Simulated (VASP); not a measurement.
# Ge7H2 in VASP: single point with LDA

Aim: the single point of Ge7H2 with LDA.

Everything below comes from runs of VASP 6.6.1. Logs are shortened: lines on timing, memory, paths and dates and some standing lists are left out, and cuts for length are marked.

### 1 The cell of the first run

The cell holds a slab with vacuum, 18 atoms: a = 3.975 Å, b = 7.950 Å, c = 22.189 Å, α = 90.00°, β = 90.00°, γ = 90.00°.

### 2 Single point, LDA

INCAR reads:

```
SYSTEM = Ge7H2
ALGO = Normal
DIPOL = 0.5 0.5 0.361
EDIFF = 1E-7
ENCUT = 520
GGA = CA
IDIPOL = 3
ISIF = 2
ISMEAR = 0
LASPH = .TRUE.
LCHARG = .FALSE.
LDIPOL = .TRUE.
LREAL = Auto
LWAVE = .FALSE.
NBANDS = 115
NELM = 100
PREC = Accurate
SIGMA = 0.05
```

KPOINTS reads:

```
k-points
0
G
  6 3 1
  0 0 0
```

POSCAR reads:

```
Ge7H2
1.0
    3.9752292141      0.0000000000      0.0000000000
    0.0000000000      7.9504584281      0.0000000000
    0.0000000000      0.0000000000     22.1891745247
Ge H
14 4
Direct
    0.0000000000      0.2500000000      0.2211186323
    0.0000000000      0.7500000000      0.2211186323
    0.0000000000      0.5000000000      0.2844583372
    0.0000000000      0.0000000000      0.2844583372
    0.5000000000      0.5000000000      0.3477980422
    0.5000000000      0.0000000000      0.3477980422
    0.5000000000      0.7501473843      0.4151918440
    0.5000000000      0.2499249286      0.4111039412
    0.0000000000      0.7503297254      0.4821771990
    0.0000000000      0.2498954998      0.4746026335
    0.0000000000      0.0073945681      0.5443795840
    0.0000000000      0.4928149396      0.5439446463
    0.5000000000      0.0956179570      0.5997122054
    0.5000000000      0.4071114322      0.5997122054
   -0.3085651772      0.2500000000      0.1796750369
    0.3085651772      0.2500000000      0.1796750369
    0.3079205199      0.7500000000      0.1794214520
   -0.3079205199      0.7500000000      0.1794214520
```

Potentials or basis: VASP PAW LDA potentials, release 64 (Ge_d, H).

Run with:

```console
$ cat potpaw_LDA.64/Ge_d/POTCAR potpaw_LDA.64/H/POTCAR > POTCAR
$ mpirun -np 1 vasp_std > vasp.out
```

OUTCAR:

```text
SYSTEM = Ge7H2
   EDIFF = 1E-7
   ENCUT = 520
   GGA = CA
   ISIF = 2
   ISMEAR = 0
   LASPH = .TRUE.
   LREAL = Auto
   NELM = 100
   PREC = Accurate

 ion  position               nearest neighbor table
   1  0.000  0.250  0.221-  15 1.53  16 1.53   3 2.43   4 2.43
   2  0.000  0.750  0.221-  17 1.53  18 1.53   3 2.43   4 2.43
   3  0.000  0.500  0.284-   1 2.43   2 2.43   5 2.43   5 2.43
   4  0.000  0.000  0.284-   1 2.43   2 2.43   6 2.43   6 2.43
   5  0.500  0.500  0.348-   3 2.43   3 2.43   8 2.43   7 2.49
   6  0.500  0.000  0.348-   8 2.43   4 2.43   4 2.43   7 2.49
   7  0.500  0.750  0.415-   9 2.48   9 2.48   6 2.49   5 2.49
   8  0.500  0.250  0.411-   6 2.43   5 2.43  10 2.44  10 2.44
   9  0.000  0.750  0.482-  12 2.46  11 2.47   7 2.48   7 2.48
  10  0.000  0.250  0.475-   8 2.44   8 2.44  12 2.47  11 2.47
  11  0.000  0.007  0.544-  13 2.44  13 2.44   9 2.47  10 2.47
  12  0.000  0.493  0.544-  14 2.44  14 2.44   9 2.46  10 2.47
  13  0.500  0.096  0.600-  11 2.44  11 2.44  14 2.48
  14  0.500  0.407  0.600-  12 2.44  12 2.44  13 2.48
  15  0.691  0.250  0.180-   1 1.53
  16  0.309  0.250  0.180-   1 1.53
  17  0.308  0.750  0.179-   2 1.53
  18  0.692  0.750  0.179-   2 1.53

  LATTYP: Found a simple orthorhombic cell.
 ALAT       =     3.9752292141
 B/A-ratio  =     2.0000000000
 C/A-ratio  =     5.5818603984

  Lattice vectors:

 A1 = (   3.9752292141,   0.0000000000,   0.0000000000)
 A2 = (   0.0000000000,   7.9504584281,   0.0000000000)
 A3 = (   0.0000000000,   0.0000000000,  22.1891745247)

Analysis of symmetry for initial positions (statically):
=====================================================================
 Subroutine PRICEL returns:
 Original cell was already a primitive cell.

 Routine SETGRP: Setting up the symmetry group for a
 simple orthorhombic supercell.

 Subroutine GETGRP returns: Found  2 space group operations
 (whereof  2 operations were pure point group operations)
 out of a pool of  8 trial point group operations.

The static configuration has the point symmetry C_1h.

Analysis of symmetry for dynamics (positions and initial velocities):
=====================================================================
 Subroutine PRICEL returns:
 Original cell was already a primitive cell.

 Routine SETGRP: Setting up the symmetry group for a
 simple orthorhombic supercell.

 Subroutine GETGRP returns: Found  2 space group operations
 (whereof  2 operations were pure point group operations)
 out of a pool of  8 trial point group operations.

The dynamic configuration has the point symmetry C_1h.

 Subroutine INISYM returns: Found  2 space group operations
 (whereof  2 operations are pure point group operations),
 and found     1 'primitive' translations

----------------------------------------------------------------------------------------

                                     Primitive cell

  volume of cell :     701.2865

  direct lattice vectors                    reciprocal lattice vectors
     3.975229214  0.000000000  0.000000000     0.251557821  0.000000000  0.000000000
     0.000000000  7.950458428  0.000000000     0.000000000  0.125778911  0.000000000
     0.000000000  0.000000000 22.189174525     0.000000000  0.000000000  0.045067021

  length of vectors
     3.975229214  7.950458428 22.189174525     0.251557821  0.125778911  0.045067021

  position of ions in fractional coordinates (direct lattice)
     0.000000000  0.250000000  0.221118632
     0.000000000  0.750000000  0.221118632
     0.000000000  0.500000000  0.284458337
     0.000000000  0.000000000  0.284458337
     0.500000000  0.500000000  0.347798042
     0.500000000  0.000000000  0.347798042
[... 10 lines left out ...]
     0.307920520  0.750000000  0.179421452
     0.692079480  0.750000000  0.179421452

  ion indices of the primitive-cell ions
   primitive index   ion index
                 1           1
                 2           2
                 3           3
                 4           4
                 5           5
                 6           6
[... 10 lines left out ...]
                17          17
                18          18

----------------------------------------------------------------------------------------

 KPOINTS: k-points

Automatic generation of k-mesh.
 Grid dimensions read from file:
 generate k-points for:    6    3    1

 Generating k-lattice:

  Cartesian coordinates                     Fractional coordinates (reciprocal lattice)
     0.041926304  0.000000000  0.000000000     0.166666667  0.000000000  0.000000000
     0.000000000  0.041926304  0.000000000     0.000000000  0.333333333  0.000000000
     0.000000000  0.000000000  0.045067021     0.000000000  0.000000000  1.000000000

  Length of vectors
     0.041926304  0.041926304  0.045067021

  Shift w.r.t. Gamma in fractional coordinates (k-lattice)
     0.000000000  0.000000000  0.000000000

 Subroutine IBZKPT returns following result:
 ===========================================

 Found      8 irreducible k-points:

 Following reciprocal coordinates:
            Coordinates               Weight
  0.000000  0.000000  0.000000      1.000000
  0.166667  0.000000  0.000000      2.000000
  0.333333  0.000000  0.000000      2.000000
  0.500000  0.000000  0.000000      1.000000
  0.000000  0.333333  0.000000      2.000000
  0.166667  0.333333  0.000000      4.000000
  0.333333  0.333333  0.000000      4.000000
  0.500000  0.333333  0.000000      2.000000
   k-points           NKPTS =      8   k-points in BZ     NKDIM =      8   number of bands    NBANDS=    115
   number of dos      NEDOS =    301   number of ions     NIONS =     18
   total plane-waves  NPLWV = 302400
   dimension x,y,z NGX =    30 NGY =   60 NGZ =  168
   dimension x,y,z NGXF=    60 NGYF=  120 NGZF=  336
   ions per type =              14   4
   NGX,Y,Z   is equivalent  to a cutoff of  12.55, 12.55, 12.59 a.u.
   NGXF,Y,Z  is equivalent  to a cutoff of  25.09, 25.09, 25.17 a.u.
 SYSTEM =  Ge7H2
   PREC   = accura    normal or accurate (medium, high low for compatibility)
   ISTART =      0    job   : 0-new  1-cont  2-samecut
   ICHARG =      2    charge: 1-file 2-atom 10-const
   ISPIN  =      1    spin polarized calculation?
   LNONCOLLINEAR =      F non collinear calculations
   LSORBIT =      F    spin-orbit coupling
   LASPH  =      T    aspherical Exc in radial PAW
   ENCUT  =  520.0 eV  38.22 Ry    6.18 a.u.   7.39 14.78 41.26*2*pi/ulx,y,z
   NELM   =    100;   NELMIN=  2; NELMDL= -5     # of ELM steps
   EDIFF  = 0.1E-06   stopping-criterion for ELM
   LREAL  =      T    real-space projection
   EDIFFG = 0.1E-05   stopping-criterion for IOM
   NSW    =      0    number of steps for IOM
   IBRION =     -1    ionic relax: 0-MD 1-quasi-New 2-CG
   NFREE  =      0    steps in history (QN), initial steepest desc. (CG)
   ISIF   =      2    stress and relaxation
   ISYM   =      2    0-nonsym 1-usesym 2-fastsym
   POTIM  = 0.5000    time-step for ionic-motion
   TEBEG  =    0.0;   TEEND  =   0.0 temperature during run
   PSTRESS=    0.0 pullay stress
   NELECT =     200.0000    total number of electrons
   NUPDOWN=      -1.0000    fix difference up-down
   EMIN   =  10.00;   EMAX   =-10.00  energy-range for DOS
   EFERMI =   0.00;   METHOD = LEGACY
   ISMEAR =     0;   SIGMA  =   0.05  broadening in eV -4-tet -1-fermi 0-gaus
   EFERMI_NEDOS =   21; number of points for ismear=-14 and -15
   IALGO  =     38    algorithm
   IMIX   =      4    mixing-type and parameters
     AMIX     =   0.40;   BMIX     =  1.00
     AMIX_MAG =   1.60;   BMIX_MAG =  1.00
  volume/ion in A,a.u.               =      38.96       262.92
  Fermi-wavevector in a.u.,A,eV,Ry     =   1.077589  2.036347 15.799048  1.161197
  Thomas-Fermi vector in A             =   2.213504
   LORBIT       =      0    0 simple, 1 ext, 2 COOP (PROOUT), +10 PAW based schemes
   GGA     = CA    functional components
   LHFCALC =     F    Hartree Fock is set to
   AEXX    =    0.0000 exact exchange contribution
   IVDW    =     0    specifies the selected vdW correction
   LEPSILON=     F    determine dielectric tensor
   LRPA    =     F    only Hartree local field effects (RPA)
 non-spin polarized calculation
 Gauss-broadening in eV      SIGMA  =   0.05
  energy-cutoff  :      520.00
  volume of cell :      701.29
 maximum number of plane-waves:     18965
 NGX is ok and might be reduce to    30
   NGX = 15   NGY = 29   NGZ = 83

 dipolmoment           0.000000      0.000000     -0.000216 electrons x Angstroem

 number of electron     199.9999970 magnetization

 dipolmoment           0.000000      0.000000      0.043509 electrons x Angstroem

 Free energy of the ion-electron system (eV)
  ---------------------------------------------------
  ext. energy  EPLUGINS =         0.00000000
  ---------------------------------------------------
  free energy    TOTEN  =       -82.61725126 eV

  energy without entropy =      -82.61420332  energy(sigma->0) =      -82.61572729

 E-fermi :  -0.5014     XC(G=0):  -5.5215

 val. band max:       -0.5551457997   @ k =   0.3333   0.0000   0.0000
 cond. band min:      -0.4419493804   @ k =   0.3333   0.3333   0.0000
 fundamental gap:      0.1131964194
 Fermi energy:        -0.5014428147

 k-point     1 :       0.0000    0.0000    0.0000
  band No.  band energies     occupation
      1     -25.2415      2.00000
      2     -25.2078      2.00000
      3     -25.2064      2.00000
      4     -25.1685      2.00000
      5     -25.1569      2.00000
      6     -25.1526      2.00000
[... 104 lines left out ...]
    111       2.6328      0.00000
    112       2.8086      0.00000

 k-point     2 :       0.1667    0.0000    0.0000
  band No.  band energies     occupation
      1     -25.2430      2.00000
      2     -25.2078      2.00000
      3     -25.2076      2.00000
      4     -25.1646      2.00000
      5     -25.1576      2.00000
      6     -25.1547      2.00000
[... 682 lines left out ...]
 k-point     8 :       0.5000    0.3333    0.0000
  band No.  band energies     occupation
      1     -25.2275      2.00000
      2     -25.2187      2.00000
      3     -25.2118      2.00000
      4     -25.1813      2.00000
      5     -25.1410      2.00000
      6     -25.1394      2.00000
[... 104 lines left out ...]
    111       3.2464      0.00000
    112       3.5437      0.00000
 [bands above 112 left out]

------------------------ aborting loop because EDIFF is reached ----------------------------------------

 vacuum level on the upper side and lower side of the slab       (xc-potential included)        -0.067        -0.258

  FORCE on cell =-STRESS in cart. coord.  units (eV):
  Direction    XX          YY          ZZ          XY          YZ          ZX
  --------------------------------------------------------------------------------------
  -------------------------------------------------------------------------------------
  Total        4.4282738     -3.1200748     -4.9030631      0.0000000     -0.0092965      0.0000000
  in kB       10.1169489     -7.1282037    -11.2016649      0.0000000     -0.0212391      0.0000000
  external PRESSURE =      -2.7376399 kB  Pullay stress =       0.0000000 kB

 VOLUME and BASIS-vectors are now :
 -----------------------------------------------------------------------------
  energy-cutoff  :      520.00
  volume of cell :      701.29
      direct lattice vectors                 reciprocal lattice vectors
     3.975229214  0.000000000  0.000000000     0.251557821  0.000000000  0.000000000
     0.000000000  7.950458428  0.000000000     0.000000000  0.125778911  0.000000000
     0.000000000  0.000000000 22.189174525     0.000000000  0.000000000  0.045067021

 POSITION                                       TOTAL-FORCE (eV/Angst)
 -----------------------------------------------------------------------------------
      0.00000      1.98761      4.90644         0.000000     -0.000723      0.335611
      0.00000      5.96284      4.90644         0.000000      0.001108      0.240694
      0.00000      3.97523      6.31190         0.000000      0.124943     -0.164907
      0.00000      0.00000      6.31190         0.000000     -0.124833     -0.164596
      1.98761      3.97523      7.71735         0.000000      0.136150      0.252095
      1.98761      0.00000      7.71735         0.000000     -0.133389      0.240978
[... 10 lines left out ...]
      1.22405      5.96284      3.98121         0.021583     -0.000463     -0.014425
      2.75117      5.96284      3.98121        -0.021583     -0.000463     -0.014425
 -----------------------------------------------------------------------------------
    total drift:                                0.000000     -0.000522      0.000259

  FREE ENERGIE OF THE ION-ELECTRON SYSTEM (eV)
  ---------------------------------------------------
  free  energy   TOTEN  =       -82.6172512579 eV

  energy  without entropy=      -82.6142033170  energy(sigma->0) =      -82.61572729

 vacuum level on the upper side and lower side of the slab         4.145         3.951
```

Wall time 64 min (1 thread of Intel Xeon 8259CL, shared host); peak memory 0.7 GiB.

Results:

```
Free energy            : -82.6173 eV
Largest force          : 0.358 eV/Å
Band gap on the k mesh : zero (bands 100 and 101 overlap by 0.62 eV)
```

Forces in eV/Å, atoms in the order of the input:
```
Ge   0.000 -0.001  0.336
Ge   0.000  0.001  0.241
Ge   0.000  0.125 -0.165
Ge   0.000 -0.125 -0.165
Ge   0.000  0.136  0.252
Ge   0.000 -0.133  0.241
Ge   0.000 -0.002 -0.003
Ge   0.000  0.000 -0.001
Ge   0.000  0.002  0.003
Ge   0.000 -0.004 -0.001
Ge   0.000  0.006 -0.004
Ge   0.000  0.000  0.003
Ge   0.000 -0.012 -0.358
Ge   0.000  0.007 -0.320
H   -0.017  0.000 -0.014
H    0.017  0.000 -0.014
H    0.022  0.000 -0.014
H   -0.022  0.000 -0.014
```

Levels at points of the mesh, in eV from the Fermi level:
```csv
k point,band 96,band 97,band 98,band 99,band 100,band 101,band 102,band 103,band 104,band 105
"(0.00, 0.00, 0.00)",-0.97,-0.58,-0.37,-0.20,-0.18,-0.08,1.07,1.26,1.29,1.56
"(0.50, 0.00, 0.00)",-1.62,-0.99,-0.97,-0.94,-0.54,-0.34,0.81,1.17,1.88,1.92
```

The gap in the log of VASP goes by the Fermi energy; the results here count the filled bands.